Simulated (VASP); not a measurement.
# BN in VASP: a series of runs

Runs on BN. Level: PBE. Tasks: single point.

All numbers are computed with VASP 6.6.1; they aren't measurements. Logs are shortened: lines on timing, memory, paths and dates and some standing lists are left out, and cuts for length are marked.

## 1. The cell of the first run

Symmetry: F-43m, No. 216, cubic system. The conventional cell has a = 3.610 Å, b = 3.610 Å, c = 3.610 Å, α = 90.00°, β = 90.00°, γ = 90.00°. Within 2.1 Å of B (site symmetry -43m) lie 4 N at 1.56 Å. Within 2.1 Å of N (site symmetry -43m) lie 4 B at 1.56 Å.

## 2. Single point, PBE

INCAR reads:

```
SYSTEM = BN
PREC = Accurate ; ENCUT = 520
EDIFF = 1E-7 ; ISMEAR = 0
SIGMA = 0.01 ; LREAL = .False.
LASPH = .True. ; NELM = 80
ALGO = Normal ; ISIF = 2
LWAVE = .False. ; LCHARG = .False.
GGA = PE ; NBANDS = 11
```

KPOINTS reads:

```
Automatic mesh
0
Gamma
  6 6 6
  0 0 0
```

POSCAR reads:

```
BN
1.0
    0.0000000000      1.8048254650      1.8048254650
    1.8048254650      0.0000000000      1.8048254650
    1.8048254650      1.8048254650      0.0000000000
B N
1 1
Direct
    0.0000000000      0.0000000000      0.0000000000
    0.2500000000      0.2500000000      0.2500000000
```

Potentials or basis: VASP PAW PBE potentials, release 64 (B, N).

Launch:

```console
$ cat potpaw_PBE.64/B/POTCAR potpaw_PBE.64/N/POTCAR > POTCAR
$ mpirun -np 1 vasp_std > vasp.out
```

OUTCAR:

```text
SYSTEM = BN
   PREC = Accurate
   ENCUT = 520
   EDIFF = 1E-7
   ISMEAR = 0
   LREAL = .False.
   LASPH = .True.
   NELM = 80
   ISIF = 2
   GGA = PE

 ion  position               nearest neighbor table
   1  0.000  0.000  0.000-   2 1.56   2 1.56   2 1.56   2 1.56
   2  0.250  0.250  0.250-   1 1.56   1 1.56   1 1.56   1 1.56

  LATTYP: Found a face centered cubic cell.
 ALAT       =     3.6096509300

  Lattice vectors:

 A1 = (   0.0000000000,   1.8048254650,   1.8048254650)
 A2 = (   1.8048254650,   0.0000000000,   1.8048254650)
 A3 = (   1.8048254650,   1.8048254650,   0.0000000000)

Analysis of symmetry for initial positions (statically):
=====================================================================
 Subroutine PRICEL returns:
 Original cell was already a primitive cell.

 Routine SETGRP: Setting up the symmetry group for a
 face centered cubic supercell.

 Subroutine GETGRP returns: Found 24 space group operations
 (whereof 24 operations were pure point group operations)
 out of a pool of 48 trial point group operations.

The static configuration has the point symmetry T_d .

Analysis of symmetry for dynamics (positions and initial velocities):
=====================================================================
 Subroutine PRICEL returns:
 Original cell was already a primitive cell.

 Routine SETGRP: Setting up the symmetry group for a
 face centered cubic supercell.

 Subroutine GETGRP returns: Found 24 space group operations
 (whereof 24 operations were pure point group operations)
 out of a pool of 48 trial point group operations.

The dynamic configuration has the point symmetry T_d .

 Subroutine INISYM returns: Found 24 space group operations
 (whereof 24 operations are pure point group operations),
 and found     1 'primitive' translations

----------------------------------------------------------------------------------------

                                     Primitive cell

  volume of cell :      11.7581

  direct lattice vectors                    reciprocal lattice vectors
     0.000000000  1.804825465  1.804825465    -0.277035098  0.277035098  0.277035098
     1.804825465  0.000000000  1.804825465     0.277035098 -0.277035098  0.277035098
     1.804825465  1.804825465  0.000000000     0.277035098  0.277035098 -0.277035098

  length of vectors
     2.552408650  2.552408650  2.552408650     0.479838866  0.479838866  0.479838866

  position of ions in fractional coordinates (direct lattice)
     0.000000000  0.000000000  0.000000000
     0.250000000  0.250000000  0.250000000

  ion indices of the primitive-cell ions
   primitive index   ion index
                 1           1
                 2           2

----------------------------------------------------------------------------------------

 KPOINTS: Automatic mesh

Automatic generation of k-mesh.
 Grid dimensions read from file:
 generate k-points for:    6    6    6

 Generating k-lattice:

  Cartesian coordinates                     Fractional coordinates (reciprocal lattice)
    -0.046172516  0.046172516  0.046172516     0.166666667  0.000000000  0.000000000
     0.046172516 -0.046172516  0.046172516     0.000000000  0.166666667  0.000000000
     0.046172516  0.046172516 -0.046172516     0.000000000  0.000000000  0.166666667

  Length of vectors
     0.079973144  0.079973144  0.079973144

  Shift w.r.t. Gamma in fractional coordinates (k-lattice)
     0.000000000  0.000000000  0.000000000

 Subroutine IBZKPT returns following result:
 ===========================================

 Found     16 irreducible k-points:

 Following reciprocal coordinates:
            Coordinates               Weight
  0.000000  0.000000  0.000000      1.000000
  0.166667  0.000000  0.000000      8.000000
  0.333333  0.000000  0.000000      8.000000
  0.500000  0.000000  0.000000      4.000000
  0.166667  0.166667  0.000000      6.000000
  0.333333  0.166667  0.000000     24.000000
[... 8 lines left out ...]
 -0.333333  0.333333  0.166667     24.000000
 -0.333333  0.500000  0.166667     12.000000
   k-points           NKPTS =     16   k-points in BZ     NKDIM =     16   number of bands    NBANDS=     11
   number of dos      NEDOS =    301   number of ions     NIONS =      2
   total plane-waves  NPLWV =   8000
   dimension x,y,z NGX =    20 NGY =   20 NGZ =   20
   dimension x,y,z NGXF=    40 NGYF=   40 NGZF=   40
   ions per type =               1   1
   NGX,Y,Z   is equivalent  to a cutoff of  13.03, 13.03, 13.03 a.u.
   NGXF,Y,Z  is equivalent  to a cutoff of  26.05, 26.05, 26.05 a.u.
 SYSTEM =  BN
   PREC   = accura    normal or accurate (medium, high low for compatibility)
   ISTART =      0    job   : 0-new  1-cont  2-samecut
   ICHARG =      2    charge: 1-file 2-atom 10-const
   ISPIN  =      1    spin polarized calculation?
   LNONCOLLINEAR =      F non collinear calculations
   LSORBIT =      F    spin-orbit coupling
   LASPH  =      T    aspherical Exc in radial PAW
   ENCUT  =  520.0 eV  38.22 Ry    6.18 a.u.   4.75  4.75  4.75*2*pi/ulx,y,z
   NELM   =     80;   NELMIN=  2; NELMDL= -5     # of ELM steps
   EDIFF  = 0.1E-06   stopping-criterion for ELM
   LREAL  =      F    real-space projection
   EDIFFG = 0.1E-05   stopping-criterion for IOM
   NSW    =      0    number of steps for IOM
   IBRION =     -1    ionic relax: 0-MD 1-quasi-New 2-CG
   NFREE  =      0    steps in history (QN), initial steepest desc. (CG)
   ISIF   =      2    stress and relaxation
   ISYM   =      2    0-nonsym 1-usesym 2-fastsym
   POTIM  = 0.5000    time-step for ionic-motion
   TEBEG  =    0.0;   TEEND  =   0.0 temperature during run
   PSTRESS=    0.0 pullay stress
   NELECT =       8.0000    total number of electrons
   NUPDOWN=      -1.0000    fix difference up-down
   EMIN   =  10.00;   EMAX   =-10.00  energy-range for DOS
   EFERMI =   0.00;   METHOD = LEGACY
   ISMEAR =     0;   SIGMA  =   0.01  broadening in eV -4-tet -1-fermi 0-gaus
   EFERMI_NEDOS =   21; number of points for ismear=-14 and -15
   IALGO  =     38    algorithm
   IMIX   =      4    mixing-type and parameters
     AMIX     =   0.40;   BMIX     =  1.00
     AMIX_MAG =   1.60;   BMIX_MAG =  1.00
  volume/ion in A,a.u.               =       5.88        39.67
  Fermi-wavevector in a.u.,A,eV,Ry     =   1.439880  2.720979 28.208337  2.073254
  Thomas-Fermi vector in A             =   2.558686
   LORBIT       =      0    0 simple, 1 ext, 2 COOP (PROOUT), +10 PAW based schemes
   GGA     = PE    functional components
   LHFCALC =     F    Hartree Fock is set to
   AEXX    =    0.0000 exact exchange contribution
   IVDW    =     0    specifies the selected vdW correction
   LEPSILON=     F    determine dielectric tensor
   LRPA    =     F    only Hartree local field effects (RPA)
 non-spin polarized calculation
 Gauss-broadening in eV      SIGMA  =   0.01
  energy-cutoff  :      520.00
  volume of cell :       11.76
 maximum number of plane-waves:       332
   NGX =  9   NGY =  9   NGZ =  9

 number of electron       7.9999999 magnetization

 Free energy of the ion-electron system (eV)
  ---------------------------------------------------
  ext. energy  EPLUGINS =         0.00000000
  ---------------------------------------------------
  free energy    TOTEN  =       -17.44444535 eV

  energy without entropy =      -17.44444535  energy(sigma->0) =      -17.44444535

 E-fermi :   7.5444     XC(G=0): -12.8432

 val. band max:        7.4605986798   @ k =   0.0000   0.0000   0.0000
 cond. band min:      11.9226984195   @ k =   0.5000   0.5000   0.0000
 fundamental gap:      4.4620997398
 Fermi energy:         7.5444302584

 k-point     1 :       0.0000    0.0000    0.0000
  band No.  band energies     occupation
      1     -12.8219      2.00000
      2       7.4606      2.00000
      3       7.4606      2.00000
      4       7.4606      2.00000
      5      16.2994      0.00000
      6      16.2994      0.00000
      7      16.2994      0.00000
      8      17.8818      0.00000
      9      32.2944      0.00000
     10      35.2809      0.00000
     11      35.2809      0.00000

 k-point     2 :       0.1667    0.0000    0.0000
  band No.  band energies     occupation
      1     -12.1494      2.00000
      2       4.4389      2.00000
      3       6.8371      2.00000
      4       6.8371      2.00000
      5      16.8424      0.00000
      6      17.2150      0.00000
      7      17.2150      0.00000
      8      19.7621      0.00000
      9      31.5030      0.00000
     10      31.5030      0.00000
     11      31.5143      0.00000

 k-point     3 :       0.3333    0.0000    0.0000
  band No.  band energies     occupation
      1     -10.2782      2.00000
      2      -0.4342      2.00000
      3       5.8924      2.00000
      4       5.8924      2.00000
      5      17.4209      0.00000
      6      18.1375      0.00000
      7      18.1375      0.00000
      8      22.0484      0.00000
      9      30.7460      0.00000
     10      31.9024      0.00000
     11      31.9024      0.00000

 k-point     4 :       0.5000    0.0000    0.0000
  band No.  band energies     occupation
      1      -8.5831      2.00000
      2      -3.2719      2.00000
      3       5.5116      2.00000
      4       5.5116      2.00000
      5      17.6625      0.00000
      6      18.1890      0.00000
      7      18.1890      0.00000
      8      22.7628      0.00000
      9      30.9788      0.00000
     10      34.3430      0.00000
     11      34.4327      0.00000
[... 127 lines left out ...]
 k-point    14 :       0.5000    0.3333    0.1667
  band No.  band energies     occupation
      1      -8.7836      2.00000
      2      -0.0068      2.00000
      3       1.9998      2.00000
      4       3.9043      2.00000
      5      16.2571      0.00000
      6      19.3817      0.00000
      7      20.6696      0.00000
      8      23.0783      0.00000
      9      27.1914      0.00000
     10      33.1309      0.00000
     11      35.7738      0.00000

 k-point    15 :      -0.3333    0.3333    0.1667
  band No.  band energies     occupation
      1      -7.4370      2.00000
      2      -1.5298      2.00000
      3       1.3801      2.00000
      4       2.9433      2.00000
      5      16.9688      0.00000
      6      19.3085      0.00000
      7      22.4753      0.00000
      8      23.9052      0.00000
      9      25.6119      0.00000
     10      33.2435      0.00000
     11      35.6195      0.00000

 k-point    16 :      -0.3333    0.5000    0.1667
  band No.  band energies     occupation
      1      -6.9792      2.00000
      2      -0.7563      2.00000
      3       1.2408      2.00000
      4       1.2800      2.00000
      5      15.2471      0.00000
      6      19.5124      0.00000
      7      22.5998      0.00000
      8      24.3111      0.00000
      9      27.1006      0.00000
     10      33.4193      0.00000
     11      37.7228      0.00000

------------------------ aborting loop because EDIFF is reached ----------------------------------------

  FORCE on cell =-STRESS in cart. coord.  units (eV):
  Direction    XX          YY          ZZ          XY          YZ          ZX
  --------------------------------------------------------------------------------------
  -------------------------------------------------------------------------------------
  Total        0.3709024      0.3709024      0.3709024      0.0000000     -0.0000000      0.0000000
  in kB       50.5399228     50.5399228     50.5399228      0.0000000     -0.0000000      0.0000000
  external PRESSURE =      50.5399228 kB  Pullay stress =       0.0000000 kB

 VOLUME and BASIS-vectors are now :
 -----------------------------------------------------------------------------
  energy-cutoff  :      520.00
  volume of cell :       11.76
      direct lattice vectors                 reciprocal lattice vectors
     0.000000000  1.804825465  1.804825465    -0.277035098  0.277035098  0.277035098
     1.804825465  0.000000000  1.804825465     0.277035098 -0.277035098  0.277035098
     1.804825465  1.804825465  0.000000000     0.277035098  0.277035098 -0.277035098

 POSITION                                       TOTAL-FORCE (eV/Angst)
 -----------------------------------------------------------------------------------
      0.00000      0.00000      0.00000        -0.000000     -0.000000     -0.000000
      0.90241      0.90241      0.90241         0.000000      0.000000      0.000000
 -----------------------------------------------------------------------------------
    total drift:                                0.000000      0.000000      0.000000

  FREE ENERGIE OF THE ION-ELECTRON SYSTEM (eV)
  ---------------------------------------------------
  free  energy   TOTEN  =       -17.4444453515 eV

  energy  without entropy=      -17.4444453515  energy(sigma->0) =      -17.44444535
```

It took 4.2 s on 1 thread of AMD EPYC 7R13, shared host; peak memory 0.09 GiB.

Results:

* Free energy: -17.4444 eV
* Pressure: 5.1 GPa
* Band gap on the k mesh: 4.46 eV, indirect (least direct gap 8.84 eV)

Caveat: the k points lie up to 0.50 Å⁻¹ apart.

## 3. Single point, PBE (uniaxial z strain -4.0%)

INCAR reads:

```
PREC = Accurate
ENCUT = 520
EDIFF = 1E-6
ISMEAR = 0
SIGMA = 0.01
LREAL = F
LASPH = T
NELM = 80
ALGO = Normal
ISIF = 2
LWAVE = F
LCHARG = T
GGA = PE
LELF = T
LVHAR = T
NBANDS = 11
```

KPOINTS reads:

```
regular mesh
0
Gamma
  6 6 6
```

POSCAR reads:

```
BN
1.0
    0.0000000000      1.8048254650      1.7326324464
    1.8048254650      0.0000000000      1.7326324464
    1.8048254650      1.8048254650      0.0000000000
B N
1 1
Direct
    0.0000000000      0.0000000000      0.0000000000
    0.2500000000      0.2500000000      0.2500000000
```

Potentials or basis: VASP PAW PBE potentials, release 64 (B, N).

Launch:

```console
$ cat potpaw_PBE.64/B/POTCAR potpaw_PBE.64/N/POTCAR > POTCAR
$ mpirun -np 1 vasp_std > vasp.out
```

Wall time 6.2 s (1 thread of AMD EPYC 7R13, shared host); peak memory 0.09 GiB.

The run converged. Its results:

- Free energy: -17.3802 eV
- Pressure: 22.2 GPa
- Band gap on the k mesh: 3.77 eV, indirect (least direct gap 8.60 eV)

Stress tensor (GPa, compression positive):
```
14.05  0.00  0.00
 0.00 14.05  0.00
 0.00  0.00 38.65
```

Levels at points of the mesh, in eV from the valence-band top:
```csv
k point,band 2,band 3,band 4,band 5,band 6,band 7
"(0.00, 0.00, 0.00)",-0.39,-0.39,0.00,8.60,8.89,8.89
"(0.50, 0.00, 0.00)",-11.37,-2.60,-1.97,9.93,10.45,11.48
"(0.50, 0.50, 0.00)",-9.06,-5.76,-5.76,3.77,8.57,18.42
"(0.50, 0.00, 0.50)",-9.68,-5.19,-5.18,4.50,9.57,17.94
```

Caveat: the k points lie up to 0.51 Å⁻¹ apart; the cell differs from its parent crystal (uniaxial z strain -4.0%).
